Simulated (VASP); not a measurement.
# Cs3Pb4Cl12 (a cell with a defect) in VASP: a series of runs

Runs on Cs3Pb4Cl12 (a cell with a defect). Level: PBEsol. Tasks: single point.

Everything below comes from runs of VASP 6.6.1. Logs are shortened: lines on timing, memory, paths and dates and some standing lists are left out, and cuts for length are marked.

## (1) The cell of the first run

The cell holds a defect, 19 atoms: a = 11.249 Å, b = 9.852 Å, c = 9.852 Å, α = 69.63°, β = 55.19°, γ = 55.19°.

## (2) Single point, PBEsol

File INCAR:

```
PREC     = Accurate       # precision mode
ENCUT    = 520            # plane-wave cutoff, eV
EDIFF    = 1E-6           # SCF threshold, eV
ISMEAR   = -1             # smearing method
SIGMA    = 0.05           # smearing width, eV
LREAL    = Auto         
LASPH    = T              # aspherical terms in the spheres
NELM     = 100            # most SCF steps
ALGO     = Normal         # electronic algorithm
ISIF     = 2              # what is computed and relaxed
LWAVE    = F              # write WAVECAR
LCHARG   = F              # write CHGCAR
GGA      = PS             # functional
NBANDS   = 98             # bands
```

File KPOINTS:

```
regular mesh
0
Gamma
  1 1 1
```

File POSCAR:

```
Cs3Pb4Cl12
1.0
    0.0000000000      0.0000000000     11.2485930000
    5.8128320000     -5.6247600000      5.6242970000
    5.8128320000      5.6247600000      5.6242970000
Cs Pb Cl
3 4 12
Direct
    0.2584421791      0.2615156804      0.2498529606
    0.7578494401      0.2509164445      0.2446939568
    0.7549984443      0.7542124365      0.7535724092
    0.2598936375      0.7532610725      0.2472839286
    0.2533041377      0.2553133349      0.7546590848
    0.7560297273      0.2526322374      0.7454354859
    0.7492300422      0.7533996315      0.2574673607
    0.4887165442      0.3072213561      0.6998781094
    0.0060968852      0.4885371685      1.0018035123
    0.0013339907      1.0095008316      0.5138530173
    0.7240442096     -0.0224268417     -0.0047371981
    0.3028868109      0.0046986687      0.0130723593
    0.4826795690      0.7015591934      0.3139871014
    0.0054683331      0.8029180842      0.1778603040
    0.4978976966     -0.0059219902      0.5005173957
    0.5126046868      0.4951008007     -0.0029826731
    0.2064117665      0.4794174248      0.5094809297
    0.8152272315      0.5002970804      0.4961191243
   -0.0048857163      0.1897341832      0.8060627021
```

Potentials or basis: VASP PAW PBE potentials, release 64 (Cs_sv, Pb_d, Cl).

Launch:

```sh
> cat potpaw_PBE.64/Cs_sv/POTCAR potpaw_PBE.64/Pb_d/POTCAR potpaw_PBE.64/Cl/POTCAR > POTCAR
> mpirun -np 1 vasp_gam > vasp.out
```

OUTCAR:

```text
PREC = Accurate
   ENCUT = 520
   EDIFF = 1E-6
   ISMEAR = -1
   LREAL = Auto
   LASPH = T
   NELM = 100
   ISIF = 2
   GGA = PS

 ion  position               nearest neighbor table
   1  0.258  0.262  0.250-
   2  0.758  0.251  0.245-
   3  0.755  0.754  0.754-
   4  0.260  0.753  0.247-  13 2.68  12 2.79  16 2.96  10 3.04  14 3.05  17 3.09
   5  0.253  0.255  0.755-   8 2.70  17 2.72   9 2.79  12 2.93  15 3.00  19 3.06
   6  0.756  0.253  0.745-  10 2.76  19 2.77  18 2.87  16 2.87  11 3.00   8 3.01
   7  0.749  0.753  0.257-  11 2.79  15 2.81  14 2.81  18 2.85   9 3.03  13 3.03
   8  0.489  0.307  0.700-   5 2.70   6 3.01
   9  0.006  0.489  0.002-   5 2.79   7 3.03
  10  0.001  0.010  0.514-   6 2.76   4 3.04
  11  0.724  0.978  0.995-   7 2.79   6 3.00
  12  0.303  0.005  0.013-   4 2.79   5 2.93
  13  0.483  0.702  0.314-   4 2.68   7 3.03
  14  0.005  0.803  0.178-   7 2.81   4 3.05
  15  0.498  0.994  0.501-   7 2.81   5 3.00
  16  0.513  0.495  0.997-   6 2.87   4 2.96
  17  0.206  0.479  0.509-   5 2.72   4 3.09
  18  0.815  0.500  0.496-   7 2.85   6 2.87
  19  0.995  0.190  0.806-   6 2.77   5 3.06

  LATTYP: Found a body centered orthorhombic cell.
 ALAT       =    11.2485930000
 B/A-ratio  =     1.0000824103
 C/A-ratio  =     1.0335216147

  Lattice vectors:

 A1 = (  -5.8128320000,   5.6247600000,  -5.6242970000)
 A2 = (  -5.8128320000,  -5.6247600000,   5.6242960000)
 A3 = (   5.8128320000,   5.6247600000,   5.6242970000)

Analysis of symmetry for initial positions (statically):
=====================================================================
 Subroutine PRICEL returns:
 Original cell was already a primitive cell.

 Routine SETGRP: Setting up the symmetry group for a
 body centered orthorhombic supercell.

 Subroutine GETGRP returns: Found  1 space group operations
 (whereof  1 operations were pure point group operations)
 out of a pool of  8 trial point group operations.

The static configuration has the point symmetry C_1 .

Analysis of symmetry for dynamics (positions and initial velocities):
=====================================================================
 Subroutine PRICEL returns:
 Original cell was already a primitive cell.

 Routine SETGRP: Setting up the symmetry group for a
 body centered orthorhombic supercell.

 Subroutine GETGRP returns: Found  1 space group operations
 (whereof  1 operations were pure point group operations)
 out of a pool of  8 trial point group operations.

The dynamic configuration has the point symmetry C_1 .

 Subroutine INISYM returns: Found  1 space group operations
 (whereof  1 operations are pure point group operations),
 and found     1 'primitive' translations

----------------------------------------------------------------------------------------

                                     Primitive cell

  volume of cell :     735.5632

  direct lattice vectors                    reciprocal lattice vectors
     0.000000000  0.000000000 11.248593000    -0.086016600  0.000000000  0.088900007
     5.812832000 -5.624760000  5.624297000     0.086016592 -0.088892682  0.000000000
     5.812832000  5.624760000  5.624297000     0.086016592  0.088892682  0.000000000

  length of vectors
    11.248593000  9.851885995  9.851885995     0.123701523  0.123696253  0.123696253

  position of ions in fractional coordinates (direct lattice)
     0.258442179  0.261515680  0.249852961
     0.757849440  0.250916444  0.244693957
     0.754998444  0.754212436  0.753572409
     0.259893637  0.753261073  0.247283929
     0.253304138  0.255313335  0.754659085
     0.756029727  0.252632237  0.745435486
[... 11 lines left out ...]
     0.815227232  0.500297080  0.496119124
     0.995114284  0.189734183  0.806062702

  ion indices of the primitive-cell ions
   primitive index   ion index
                 1           1
                 2           2
                 3           3
                 4           4
                 5           5
                 6           6
[... 11 lines left out ...]
                18          18
                19          19

----------------------------------------------------------------------------------------

 KPOINTS: regular mesh

Automatic generation of k-mesh.
 Grid dimensions read from file:
 generate k-points for:    1    1    1

 Generating k-lattice:

  Cartesian coordinates                     Fractional coordinates (reciprocal lattice)
    -0.086016600  0.000000000  0.088900007     1.000000000  0.000000000  0.000000000
     0.086016592 -0.088892682  0.000000000     0.000000000  1.000000000  0.000000000
     0.086016592  0.088892682  0.000000000     0.000000000  0.000000000  1.000000000

  Length of vectors
     0.123701523  0.123696253  0.123696253

  Shift w.r.t. Gamma in fractional coordinates (k-lattice)
     0.000000000  0.000000000  0.000000000

 Subroutine IBZKPT returns following result:
 ===========================================

 Found      1 irreducible k-points:

 Following reciprocal coordinates:
            Coordinates               Weight
  0.000000  0.000000  0.000000      1.000000
   k-points           NKPTS =      1   k-points in BZ     NKDIM =      1   number of bands    NBANDS=     98
   number of dos      NEDOS =    301   number of ions     NIONS =     19
   total plane-waves  NPLWV = 537600
   dimension x,y,z NGX =    84 NGY =   80 NGZ =   80
   dimension x,y,z NGXF=   168 NGYF=  160 NGZF=  160
   ions per type =               3   4  12
   NGX,Y,Z   is equivalent  to a cutoff of  12.41, 13.50, 13.50 a.u.
   NGXF,Y,Z  is equivalent  to a cutoff of  24.83, 27.00, 27.00 a.u.
 SYSTEM =  unknown system
   PREC   = accura    normal or accurate (medium, high low for compatibility)
   ISTART =      0    job   : 0-new  1-cont  2-samecut
   ICHARG =      2    charge: 1-file 2-atom 10-const
   ISPIN  =      1    spin polarized calculation?
   LNONCOLLINEAR =      F non collinear calculations
   LSORBIT =      F    spin-orbit coupling
   LASPH  =      T    aspherical Exc in radial PAW
   ENCUT  =  520.0 eV  38.22 Ry    6.18 a.u.  20.91 18.32 18.32*2*pi/ulx,y,z
   NELM   =    100;   NELMIN=  2; NELMDL= -5     # of ELM steps
   EDIFF  = 0.1E-05   stopping-criterion for ELM
   LREAL  =      T    real-space projection
   EDIFFG = 0.1E-04   stopping-criterion for IOM
   NSW    =      0    number of steps for IOM
   IBRION =     -1    ionic relax: 0-MD 1-quasi-New 2-CG
   NFREE  =      0    steps in history (QN), initial steepest desc. (CG)
   ISIF   =      2    stress and relaxation
   ISYM   =      2    0-nonsym 1-usesym 2-fastsym
   POTIM  = 0.5000    time-step for ionic-motion
   TEBEG  =    0.0;   TEEND  =   0.0 temperature during run
   PSTRESS=    0.0 pullay stress
   NELECT =     167.0000    total number of electrons
   NUPDOWN=      -1.0000    fix difference up-down
   EMIN   =  10.00;   EMAX   =-10.00  energy-range for DOS
   EFERMI =   0.00;   METHOD = LEGACY
   ISMEAR =    -1;   SIGMA  =   0.05  broadening in eV -4-tet -1-fermi 0-gaus
   EFERMI_NEDOS =   21; number of points for ismear=-14 and -15
   IALGO  =     38    algorithm
   IMIX   =      4    mixing-type and parameters
     AMIX     =   0.40;   BMIX     =  1.00
     AMIX_MAG =   1.60;   BMIX_MAG =  1.00
  volume/ion in A,a.u.               =      38.71       261.25
  Fermi-wavevector in a.u.,A,eV,Ry     =   0.998712  1.887292 13.570804  0.997426
  Thomas-Fermi vector in A             =   2.130954
   LORBIT       =      0    0 simple, 1 ext, 2 COOP (PROOUT), +10 PAW based schemes
   GGA     = PS    functional components
   LHFCALC =     F    Hartree Fock is set to
   AEXX    =    0.0000 exact exchange contribution
   IVDW    =     0    specifies the selected vdW correction
   LEPSILON=     F    determine dielectric tensor
   LRPA    =     F    only Hartree local field effects (RPA)
 non-spin polarized calculation
  energy-cutoff  :      520.00
  volume of cell :      735.56
 maximum number of plane-waves:      9883
 NGX is ok and might be reduce to    84
   NGX = 41   NGY = 37   NGZ = 37

 number of electron     167.0000004 magnetization

 Free energy of the ion-electron system (eV)
  ---------------------------------------------------
  ext. energy  EPLUGINS =         0.00000000
  ---------------------------------------------------
  free energy    TOTEN  =       -66.27349051 eV

  energy without entropy =      -66.14687398  energy(sigma->0) =      -66.21018225

 E-fermi :  -0.3494     XC(G=0):  -7.4322

 val. band max:       -0.3984858438   @ k =   0.0000   0.0000   0.0000
 cond. band min:       2.8243566638   @ k =   0.0000   0.0000   0.0000
 fundamental gap:      3.2228425076
 Fermi energy:        -0.3493826440

 k-point     1 :       0.0000    0.0000    0.0000
  band No.  band energies     occupation
      1     -20.3242      2.00000
      2     -20.2818      2.00000
      3     -20.2050      2.00000
      4     -16.3674      2.00000
      5     -16.3529      2.00000
      6     -16.3366      2.00000
[... 87 lines left out ...]
     94       5.3968      0.00000
     95       5.5143      0.00000
 [bands above 95 left out]

------------------------ aborting loop because EDIFF is reached ----------------------------------------

  FORCE on cell =-STRESS in cart. coord.  units (eV):
  Direction    XX          YY          ZZ          XY          YZ          ZX
  --------------------------------------------------------------------------------------
  -------------------------------------------------------------------------------------
  Total       -5.7458066     -4.1941127     -5.8211906      0.0160261      0.5188950      0.2603808
  in kB      -12.5153102     -9.1354660    -12.6795090      0.0349075      1.1302386      0.5671522
  external PRESSURE =     -11.4434284 kB  Pullay stress =       0.0000000 kB

 VOLUME and BASIS-vectors are now :
 -----------------------------------------------------------------------------
  energy-cutoff  :      520.00
  volume of cell :      735.56
      direct lattice vectors                 reciprocal lattice vectors
     0.000000000  0.000000000 11.248593000    -0.086016600  0.000000000  0.088900007
     5.812832000 -5.624760000  5.624297000     0.086016592 -0.088892682  0.000000000
     5.812832000  5.624760000  5.624297000     0.086016592  0.088892682  0.000000000

 POSITION                                       TOTAL-FORCE (eV/Angst)
 -----------------------------------------------------------------------------------
      2.97250     -0.06560      5.78320        -0.059268      0.023055     -0.036477
      2.88090     -0.03500     11.31220        -0.036827     -0.014922     -0.026164
      8.76450     -0.00360     16.97290        -0.034241      0.031144     -0.000603
      5.81600     -2.84600      8.55080        -0.044689     -0.067553     -0.168201
      5.87080      2.80870      8.52970         0.056851     -0.013156     -0.161727
      5.80160      2.77190     14.11770        -0.000665      0.083728      0.209550
[... 11 lines left out ...]
      5.79200     -0.02350     14.77430        -0.070870      0.197656      0.199027
      5.78840      3.46670     16.79429         0.154358     -0.106577     -0.053185
 -----------------------------------------------------------------------------------
    total drift:                               -0.001067      0.011808     -0.004060

  FREE ENERGIE OF THE ION-ELECTRON SYSTEM (eV)
  ---------------------------------------------------
  free  energy   TOTEN  =       -66.2734905145 eV

  energy  without entropy=      -66.1468739774  energy(sigma->0) =      -66.21018225
```

Wall time 7.9 min (1 thread of AMD EPYC 7R13, shared host); peak memory 0.93 GiB.

What came out:

| Property | Result |
| --- | --- |
| Free energy | -66.2735 eV |
| Pressure | -1.1 GPa |
| Largest force | 0.329 eV/Å |

Forces in eV/Å, atoms in the order of the input:
```
Cs  -0.059  0.023 -0.036
Cs  -0.037 -0.015 -0.026
Cs  -0.034  0.031 -0.001
Pb  -0.045 -0.068 -0.168
Pb   0.057 -0.013 -0.162
Pb  -0.001  0.084  0.210
Pb   0.099 -0.184  0.236
Cl  -0.151  0.055  0.078
Cl  -0.066  0.130 -0.166
Cl  -0.165 -0.130 -0.156
Cl   0.106 -0.173 -0.222
Cl   0.043  0.133  0.217
Cl  -0.173  0.015  0.187
Cl   0.197  0.130 -0.229
Cl  -0.081 -0.124  0.133
Cl   0.243  0.158  0.149
Cl  -0.017 -0.143 -0.189
Cl  -0.071  0.198  0.199
Cl   0.154 -0.107 -0.053
```

Caveat: the k points lie up to 0.78 Å⁻¹ apart; the PAW data sets were made with another functional, which shifts forces and pressure a little; spin-orbit coupling is left out, which moves the levels of the heavy elements; an odd number of electrons without spin polarisation forces a metal; a magnetic or distorted state may lie lower.

## (3) Single point, PBEsol

File INCAR:

```
ALGO = Normal ; EDIFF = 1E-6
ENCUT = 520 ; GGA = PS
ISIF = 2 ; ISMEAR = -1
LASPH = T ; LCHARG = F
LREAL = Auto ; LWAVE = F
NBANDS = 98 ; NELM = 60
PREC = Accurate ; SIGMA = 0.05
```

File KPOINTS:

```
k-points
0
Gamma
  1 1 1
```

File POSCAR:

```
Cs3Pb4Cl12
1.0
    0.0000000000      0.0000000000     11.2485930000
    5.8128320000     -5.6247600000      5.6242970000
    5.8128320000      5.6247600000      5.6242970000
Cs Pb Cl
3 4 12
Direct
    0.2699738455      0.2487933690      0.2520468411
    0.7534777754      0.2503988752      0.2506477747
    0.7634327301      0.7424268000      0.7461247356
    0.2623361205      0.7443114699      0.2470813658
    0.2480403922      0.2630389717      0.7468818379
    0.7605492106      0.2466374726      0.7505700848
    0.7502974160      0.7537100528      0.2540087322
    0.4934324300      0.3025771797      0.7095456548
    0.0074872795      0.5126590098      0.9757721026
    0.0097088843      0.9969746644      0.5099672187
    0.7084232339     -0.0086825736     -0.0132516574
    0.2950573274      0.0237996293      0.0068566842
    0.4682513861      0.6797979773      0.3357655208
   -0.0134301482      0.8214783553      0.1869801723
    0.4849729224      0.0000341513      0.5338880402
    0.4921651880      0.5096897571     -0.0107591154
    0.1839852326      0.5106448510      0.5357125872
    0.7961166558      0.5047741129      0.4859822000
   -0.0365845452      0.1798921668      0.8479028908
```

Potentials or basis: VASP PAW PBE potentials, release 64 (Cs_sv, Pb_d, Cl).

Launch:

```sh
> cat potpaw_PBE.64/Cs_sv/POTCAR potpaw_PBE.64/Pb_d/POTCAR potpaw_PBE.64/Cl/POTCAR > POTCAR
> mpirun -np 1 vasp_gam > vasp.out
```

It took 8 min on 1 thread of AMD EPYC 7R13, shared host; peak memory 0.94 GiB.

The run converged. Its results:

```
Free energy   : -65.9302 eV
Pressure      : -1.0 GPa
Largest force : 0.763 eV/Å
```

Forces in eV/Å, atoms in the order of the input:
```
Cs  -0.083 -0.061 -0.115
Cs   0.123  0.129  0.080
Cs   0.169 -0.071 -0.077
Pb   0.064 -0.364 -0.148
Pb   0.034  0.587  0.485
Pb  -0.143  0.132 -0.321
Pb  -0.058 -0.285  0.345
Cl  -0.150  0.099 -0.328
Cl   0.313  0.172 -0.173
Cl   0.081 -0.168 -0.131
Cl   0.131 -0.141 -0.277
Cl   0.101  0.340  0.121
Cl  -0.167  0.007  0.331
Cl   0.165  0.221 -0.367
Cl  -0.302 -0.211  0.062
Cl   0.060  0.180  0.117
Cl  -0.226 -0.564 -0.301
Cl  -0.135  0.184  0.288
Cl   0.023 -0.187  0.407
```

Stress tensor (GPa, compression positive):
```
-1.23  0.04 -0.05
 0.04 -0.73  0.27
-0.05  0.27 -1.12
```

Levels at points of the mesh, in eV from the Fermi level:
| k point | band 81 | band 82 | band 83 | band 84 | band 85 | band 86 | band 87 | band 88 |
| --- | --- | --- | --- | --- | --- | --- | --- | --- |
| (0.00, 0.00, 0.00) | -0.81 | -0.23 | -0.06 | -0.05 | 3.10 | 3.14 | 3.22 | 3.31 |

Caveat: the k points lie up to 0.78 Å⁻¹ apart; the PAW data sets were made with another functional, which shifts forces and pressure a little; spin-orbit coupling is left out, which moves the levels of the heavy elements; an odd number of electrons without spin polarisation forces a metal; a magnetic or distorted state may lie lower.
